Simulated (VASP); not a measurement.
# In3Sb (Pm-3m) in VASP: notebook

In3Sb is run at these levels: PBEsol+D3(BJ); tasks: single point.

All numbers are computed with VASP 6.6.1; they aren't measurements. Logs are shortened: lines on timing, memory, paths and dates and some standing lists are left out, and cuts for length are marked.

### Step 1. The cell of the first run

Symmetry: Pm-3m, No. 221, cubic system. Conventional cell: a = 4.640 Å, b = 4.640 Å, c = 4.640 Å, α = 90.00°, β = 90.00°, γ = 90.00°. In (site symmetry 4/mmm) has 8 In at 3.28 Å and 4 Sb at 3.28 Å within 4.3 Å. Within 4.3 Å of Sb (site symmetry m-3m) lie 12 In at 3.28 Å.

### Step 2. Single point, PBEsol+D3(BJ)

The input, INCAR:

```
PREC = Accurate
ENCUT = 520
EDIFF = 1E-6
ISMEAR = 0
SIGMA = 0.1
LREAL = F
LASPH = T
NELM = 60
ALGO = Fast
ISIF = 2
LWAVE = F
LCHARG = F
GGA = PS
IVDW = 12
NBANDS = 30
```

The input, KPOINTS:

```
regular mesh
0
Gamma
  10 10 10
```

The input, POSCAR:

```
In3Sb
1.0
    4.6402381084      0.0000000000      0.0000000000
    0.0000000000      4.6402381084      0.0000000000
    0.0000000000      0.0000000000      4.6402381084
In Sb
3 1
Direct
    0.5000000000      0.5000000000      0.0000000000
    0.5000000000      0.0000000000      0.5000000000
    0.0000000000      0.5000000000      0.5000000000
    0.0000000000      0.0000000000      0.0000000000
```

Potentials or basis: VASP PAW PBE potentials, release 64 (In_d, Sb).

Launch:

```sh
> cat potpaw_PBE.64/In_d/POTCAR potpaw_PBE.64/Sb/POTCAR > POTCAR
> mpirun -np 1 vasp_std > vasp.out
```

OUTCAR:

```text
PREC = Accurate
   ENCUT = 520
   EDIFF = 1E-6
   ISMEAR = 0
   LREAL = F
   LASPH = T
   NELM = 60
   ISIF = 2
   GGA = PS
   IVDW = 12
 IVDW          = 12

 ion  position               nearest neighbor table
   1  0.500  0.500  0.000-   2 3.28   3 3.28   4 3.28   2 3.28   3 3.28   2 3.28   4 3.28   2 3.28
                             3 3.28   4 3.28   3 3.28   4 3.28
   2  0.500  0.000  0.500-   1 3.28   3 3.28   4 3.28   1 3.28   4 3.28   1 3.28   3 3.28   1 3.28
                             3 3.28   4 3.28   4 3.28   3 3.28
   3  0.000  0.500  0.500-   1 3.28   2 3.28   4 3.28   1 3.28   4 3.28   2 3.28   4 3.28   4 3.28
                             1 3.28   2 3.28   1 3.28   2 3.28
   4  0.000  0.000  0.000-   1 3.28   2 3.28   3 3.28   2 3.28   3 3.28   1 3.28   3 3.28   3 3.28
                             1 3.28   2 3.28   2 3.28   1 3.28

  LATTYP: Found a simple cubic cell.
 ALAT       =     4.6402381084

  Lattice vectors:

 A1 = (   4.6402381084,   0.0000000000,   0.0000000000)
 A2 = (   0.0000000000,   4.6402381084,   0.0000000000)
 A3 = (   0.0000000000,   0.0000000000,   4.6402381084)

Analysis of symmetry for initial positions (statically):
=====================================================================
 Subroutine PRICEL returns:
 Original cell was already a primitive cell.

 Routine SETGRP: Setting up the symmetry group for a
 simple cubic supercell.

 Subroutine GETGRP returns: Found 48 space group operations
 (whereof 48 operations were pure point group operations)
 out of a pool of 48 trial point group operations.

The static configuration has the point symmetry O_h .

Analysis of symmetry for dynamics (positions and initial velocities):
=====================================================================
 Subroutine PRICEL returns:
 Original cell was already a primitive cell.

 Routine SETGRP: Setting up the symmetry group for a
 simple cubic supercell.

 Subroutine GETGRP returns: Found 48 space group operations
 (whereof 48 operations were pure point group operations)
 out of a pool of 48 trial point group operations.

The dynamic configuration has the point symmetry O_h .

 Subroutine INISYM returns: Found 48 space group operations
 (whereof 48 operations are pure point group operations),
 and found     1 'primitive' translations

----------------------------------------------------------------------------------------

[... 97 lines left out ...]
   LREAL  =      F    real-space projection
   EDIFFG = 0.1E-04   stopping-criterion for IOM
   NSW    =      0    number of steps for IOM
   IBRION =     -1    ionic relax: 0-MD 1-quasi-New 2-CG
   NFREE  =      0    steps in history (QN), initial steepest desc. (CG)
   ISIF   =      2    stress and relaxation
   ISYM   =      2    0-nonsym 1-usesym 2-fastsym
   POTIM  = 0.5000    time-step for ionic-motion
   TEBEG  =    0.0;   TEEND  =   0.0 temperature during run
   PSTRESS=    0.0 pullay stress
   NELECT =      44.0000    total number of electrons
   NUPDOWN=      -1.0000    fix difference up-down
   EMIN   =  10.00;   EMAX   =-10.00  energy-range for DOS
   EFERMI =   0.00;   METHOD = LEGACY
   ISMEAR =     0;   SIGMA  =   0.10  broadening in eV -4-tet -1-fermi 0-gaus
   EFERMI_NEDOS =   21; number of points for ismear=-14 and -15
   IALGO  =     68    algorithm
   IMIX   =      4    mixing-type and parameters
     AMIX     =   0.40;   BMIX     =  1.00
     AMIX_MAG =   1.60;   BMIX_MAG =  1.00
  volume/ion in A,a.u.               =      24.98       168.56
  Fermi-wavevector in a.u.,A,eV,Ry     =   1.245524  2.353699 21.107129  1.551330
  Thomas-Fermi vector in A             =   2.379742
   LORBIT       =      0    0 simple, 1 ext, 2 COOP (PROOUT), +10 PAW based schemes
   GGA     = PS    functional components
   LHFCALC =     F    Hartree Fock is set to
   AEXX    =    0.0000 exact exchange contribution
   IVDW    =    12    specifies the selected vdW correction
   LEPSILON=     F    determine dielectric tensor
   LRPA    =     F    only Hartree local field effects (RPA)
 non-spin polarized calculation
 RMM-DIIS sequential band-by-band and
 Gauss-broadening in eV      SIGMA  =   0.10
  energy-cutoff  :      520.00
  volume of cell :       99.91
 maximum number of plane-waves:      2730
 NGX is ok and might be reduce to    36
   NGX = 17   NGY = 17   NGZ = 17

 number of electron      43.9999954 magnetization

 Free energy of the ion-electron system (eV)
  ---------------------------------------------------
  ext. energy  EPLUGINS =         0.00000000
  ---------------------------------------------------
  free energy    TOTEN  =       -13.37062820 eV

  energy without entropy =      -13.35640057  energy(sigma->0) =      -13.36351439

 E-fermi :   8.1790     XC(G=0): -10.6310

 val. band max:        8.1587210205   @ k =   0.2000   0.0000   0.0000
 cond. band min:       8.2022754772   @ k =   0.4000   0.0000   0.0000
 fundamental gap:      0.0435544567
 Fermi energy:         8.1790295326

 k-point     1 :       0.0000    0.0000    0.0000
  band No.  band energies     occupation
      1      -6.5393      2.00000
      2      -6.5216      2.00000
      3      -6.5216      2.00000
      4      -6.5216      2.00000
      5      -6.3593      2.00000
      6      -6.3593      2.00000
[... 781 lines left out ...]
     29      13.6831      0.00000
     30      15.5776      0.00000

 [... further k-points ...]

------------------------ aborting loop because EDIFF is reached ----------------------------------------

 Edisp (eV)   -1.66535

 E8    (eV) :    -1.1885

  FORCE on cell =-STRESS in cart. coord.  units (eV):
  Direction    XX          YY          ZZ          XY          YZ          ZX
  --------------------------------------------------------------------------------------
  -------------------------------------------------------------------------------------
  Total      -0.01693    -0.01693    -0.01693     0.00000    -0.00000     0.00000
  in kB      -0.27144    -0.27144    -0.27144     0.00000    -0.00000     0.00000
  external pressure =       -0.27 kB  Pullay stress =        0.00 kB

 VOLUME and BASIS-vectors are now :
 -----------------------------------------------------------------------------
  energy-cutoff  :      520.00
  volume of cell :       99.91
      direct lattice vectors                 reciprocal lattice vectors
     4.640238108  0.000000000  0.000000000     0.215506182  0.000000000  0.000000000
     0.000000000  4.640238108  0.000000000     0.000000000  0.215506182  0.000000000
     0.000000000  0.000000000  4.640238108     0.000000000  0.000000000  0.215506182

 POSITION                                       TOTAL-FORCE (eV/Angst)
 -----------------------------------------------------------------------------------
      2.32012      2.32012      0.00000         0.000000      0.000000      0.000000
      2.32012      0.00000      2.32012         0.000000      0.000000      0.000000
      0.00000      2.32012      2.32012         0.000000      0.000000      0.000000
      0.00000      0.00000      0.00000         0.000000      0.000000      0.000000
 -----------------------------------------------------------------------------------
    total drift:                                0.000000      0.000000      0.000000

  FREE ENERGIE OF THE ION-ELECTRON SYSTEM (eV)
  ---------------------------------------------------
  free  energy   TOTEN  =       -15.0359816788 eV

  energy  without entropy=      -15.0217540492  energy(sigma->0) =      -15.02886786
```

Run time: 2.1 min. Hardware: 1 thread of Intel Xeon Platinum 8488C (Sapphire Rapids), shared host; peak memory 0.31 GiB.

Results:

```
Free energy                : -15.0360 eV
Pressure                   : 0.0 GPa
Band gap on the k mesh     : zero (band 22 reaches 8.81 eV, above the bottom of band 23 at 4.58 eV)
Dispersion energy per atom : -0.416 eV
```

Levels at points of the mesh, in eV from the Fermi level:
```tsv
k point	band 20	band 21	band 22	band 23	band 24	band 25
(0.00, 0.00, 0.00)	-3.29	-2.20	-2.20	2.47	2.47	2.47
(0.50, 0.00, 0.00)	-1.78	-1.46	-0.39	-0.39	0.15	0.91
(0.50, 0.50, 0.00)	-0.66	-0.11	0.55	0.55	1.52	1.52
(0.50, 0.50, 0.50)	-4.52	-4.52	-4.52	-3.60	5.96	5.96
```

Caveat: the PAW data sets were made with another functional, which shifts forces and pressure a little; spin-orbit coupling is left out, which moves the levels of the heavy elements; pairwise dispersion overbinds metals, which lowers pressure and volume.

### Step 3. Single point, PBEsol+D3(BJ)

The input, INCAR:

```
SYSTEM = In3Sb
  PREC = Accurate
  ENCUT = 520
  EDIFF = 1E-6
  ISMEAR = 0
  SIGMA = 0.1
  LREAL = .FALSE.
  LASPH = .TRUE.
  NELM = 80
  ALGO = Fast
  ISIF = 2
  LWAVE = .FALSE.
  LCHARG = .TRUE.
  GGA = PS
  IVDW = 12
  LELF = .TRUE.
  LVHAR = .TRUE.
  NBANDS = 30
```

The input, KPOINTS:

```
Automatic mesh
0
G
  10 10 10
  0 0 0
```

POSCAR is that of step 2.

Potentials or basis: VASP PAW PBE potentials, release 64 (In_d, Sb).

Launch:

```sh
> cat potpaw_PBE.64/In_d/POTCAR potpaw_PBE.64/Sb/POTCAR > POTCAR
> mpirun -np 1 vasp_std > vasp.out
```

It took 2.3 min on 1 thread of Intel Xeon Platinum 8488C (Sapphire Rapids), shared host; peak memory 0.31 GiB.

It converged, with:

```yaml
Free_energy: -15.0360 eV
Pressure: 0.0 GPa
Band_gap_on_the_k_mesh: zero (band 22 reaches 8.81 eV, above the bottom of band 23 at 4.58 eV)
Dispersion_energy_per_atom: -0.416 eV
```

Levels at points of the mesh, in eV from the Fermi level:
```csv
k point,band 19,band 20,band 21,band 22,band 23,band 24,band 25,band 26
"(0.00, 0.00, 0.00)",-3.29,-3.29,-2.20,-2.20,2.47,2.47,2.47,4.04
"(0.50, 0.00, 0.00)",-1.78,-1.78,-1.46,-0.39,-0.39,0.15,0.91,4.92
"(0.50, 0.50, 0.00)",-6.14,-0.66,-0.11,0.55,0.55,1.52,1.52,1.61
"(0.50, 0.50, 0.50)",-4.56,-4.52,-4.52,-4.52,-3.60,5.96,5.96,5.96
```

Caveat: the PAW data sets were made with another functional, which shifts forces and pressure a little; spin-orbit coupling is left out, which moves the levels of the heavy elements; pairwise dispersion overbinds metals, which lowers pressure and volume.

### Step 4. Single point, PBEsol+D3(BJ) (volume scaled by 1.03)

The input, INCAR:

```
SYSTEM = In3Sb
PREC = Accurate ; ENCUT = 520
EDIFF = 1E-7 ; ISMEAR = 0
SIGMA = 0.1 ; LREAL = .False.
LASPH = .True. ; NELM = 100
ALGO = Fast ; ISIF = 2
LWAVE = .False. ; LCHARG = .True.
GGA = PS ; IVDW = 12
LELF = .True. ; LVHAR = .True.
NBANDS = 30
```

The input, KPOINTS:

```
regular mesh
0
Gamma
  10 10 10
  0 0 0
```

The input, POSCAR:

```
In3Sb
1.0
    4.6861840481      0.0000000000      0.0000000000
    0.0000000000      4.6861840481      0.0000000000
    0.0000000000      0.0000000000      4.6861840481
In Sb
3 1
Direct
    0.5000000000      0.5000000000      0.0000000000
    0.5000000000      0.0000000000      0.5000000000
    0.0000000000      0.5000000000      0.5000000000
    0.0000000000      0.0000000000      0.0000000000
```

Launch:

```sh
> cat potpaw_PBE.64/In_d/POTCAR potpaw_PBE.64/Sb/POTCAR > POTCAR
> mpirun -np 1 vasp_std > vasp.out
```

Run time: 3.2 min. Hardware: 1 thread of Intel Xeon Platinum 8488C (Sapphire Rapids), shared host; peak memory 0.31 GiB.

Results (log left out):

```yaml
Free_energy: -15.0229 eV
Pressure: -1.5 GPa
Band_gap_on_the_k_mesh: zero (band 22 reaches 8.37 eV, above the bottom of band 23 at 4.34 eV)
Dispersion_energy_per_atom: -0.404 eV
```

Levels at points of the mesh, in eV from the Fermi level:
```tsv
k point	band 19	band 20	band 21	band 22	band 23	band 24	band 25	band 26
(0.00, 0.00, 0.00)	-3.15	-3.15	-2.22	-2.22	2.44	2.44	2.44	4.01
(0.50, 0.00, 0.00)	-1.70	-1.70	-1.52	-0.32	-0.32	0.18	0.98	4.84
(0.50, 0.50, 0.00)	-6.00	-0.61	-0.09	0.51	0.51	1.55	1.55	1.57
(0.50, 0.50, 0.50)	-4.47	-4.38	-4.38	-4.38	-3.45	5.80	5.80	5.80
```

Caveat: the PAW data sets were made with another functional, which shifts forces and pressure a little; spin-orbit coupling is left out, which moves the levels of the heavy elements; pairwise dispersion overbinds metals, which lowers pressure and volume.

[end of part 1 of 2]
